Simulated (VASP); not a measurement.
A run of VASP 6.6.1 is set up as follows.

Contents of INCAR:

```
PREC     = Accurate       # precision mode
ENCUT    = 520            # plane-wave cutoff, eV
EDIFF    = 1E-7           # SCF threshold, eV
ISMEAR   = 0              # smearing method
SIGMA    = 0.01           # smearing width, eV
LREAL    = False          # projectors in reciprocal space
LASPH    = True           # aspherical terms in the spheres
NELM     = 80             # most SCF steps
ALGO     = Normal         # electronic algorithm
ISIF     = 2              # what is computed and relaxed
LWAVE    = False          # write WAVECAR
LCHARG   = False          # write CHGCAR
GGA      = PS             # functional
NBANDS   = 15             # bands
```

File KPOINTS:

```
Automatic mesh
0
Gamma
  3 3 2
```

File POSCAR:

```
MgI2
1.0
    4.1400000000      0.0000000000      0.0000000000
   -2.0700000000      3.5853450000      0.0000000000
    0.0000000000      0.0000000000      6.8800000000
Mg I
1 2
Direct
    0.0000000000      0.0000000000      0.0000000000
    0.3333333333      0.6666666667      0.2500000000
    0.6666666667      0.3333333333      0.7500000000
```

Potentials or basis: VASP PAW PBE potentials, release 64 (Mg, I).

Launch:

```bash
$ cat potpaw_PBE.64/Mg/POTCAR potpaw_PBE.64/I/POTCAR > POTCAR
$ mpirun -np 1 vasp_std > vasp.out
```

Q: Predict the pressure.

A: -0.2 GPa.

Q: Predict the band gap on the k mesh.

A: 3.50 eV, direct.

Q: Estimate the largest force.

A: 0.319 eV/Å.

Forces in eV/Å, atoms in the order of the input:
```
Mg   0.000  0.000  0.000
I    0.000  0.000 -0.319
I    0.000  0.000  0.319
```

Caveat: the k points lie up to 0.58 Å⁻¹ apart; the PAW data sets were made with another functional, which shifts forces and pressure a little; spin-orbit coupling is left out, which moves the levels of the heavy elements; this functional lacks dispersion, which binds the layers, so the pressure and a relaxed spacing across them are unreliable. A hybrid or GW would open this gap; PBEsol tends to underestimate it.
